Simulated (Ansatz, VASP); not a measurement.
# Two plane-wave programs on Cu

INCAR

```
SYSTEM = Cu
PREC = Accurate
ENCUT = 520
EDIFF = 1E-7
ISMEAR = 0
SIGMA = 0.1
LREAL = .FALSE.
LASPH = .TRUE.
NELM = 80
ALGO = Normal
ISIF = 2
LWAVE = .FALSE.
LCHARG = .FALSE.
GGA = PS
NBANDS = 12
```

KPOINTS

```
regular mesh
0
G
  20 20 20
  0 0 0
```

POSCAR

```
Cu
1.0
    0.0000000000      1.7265466152      1.7265466152
    1.7265466152      0.0000000000      1.7265466152
    1.7265466152      1.7265466152      0.0000000000
Cu
1
Direct
    0.0000000000      0.0000000000      0.0000000000
```

Input for Ansatz:

```yaml
crystal:
  lattice:
    - [0.0, 1.7265466152, 1.7265466152]
    - [1.7265466152, 0.0, 1.7265466152]
    - [1.7265466152, 1.7265466152, 0.0]
  atoms:
    - { symbol: Cu, position: [0.0, 0.0, 0.0] }
basis:
  ecutwfc: 420
kpoints:
  mp_grid: { grid: [20, 20, 20] }
hamiltonian:
  xc: pbesol
scf:
  occupations: { method: gaussian, width: 0.1 }
output:
  forces: true
  stress: true
  eigenvalues: true
```

Alike in both runs: task single point; functional PBEsol; k mesh 20 × 20 × 20; occupations gaussian, width 0.1 eV; no spin polarisation.

|  | VASP | Ansatz |
| --- | --- | --- |
| version | VASP 6.6.1 | Ansatz 0.2.0 |
| potentials or method | VASP PAW PBE potentials, release 64 (Cu), cutoff 520 eV | scalar-relativistic, plane waves, PAW |
| valence electrons in the cell | 11 | 19 |

```tsv
	VASP	Ansatz	Ansatz less VASP
gap on the k mesh at the Fermi level (eV)	none	none	-
pressure (GPa)	20.8	20.1	-0.70
```

VASP's potentials were made for PBE, not for PBEsol. A gap of «none» marks a metal or a gap that the smearing closes. VASP's potentials hold 11 valence electrons a cell and Ansatz's 19, so a difference there can come from the potentials and not from the codes.
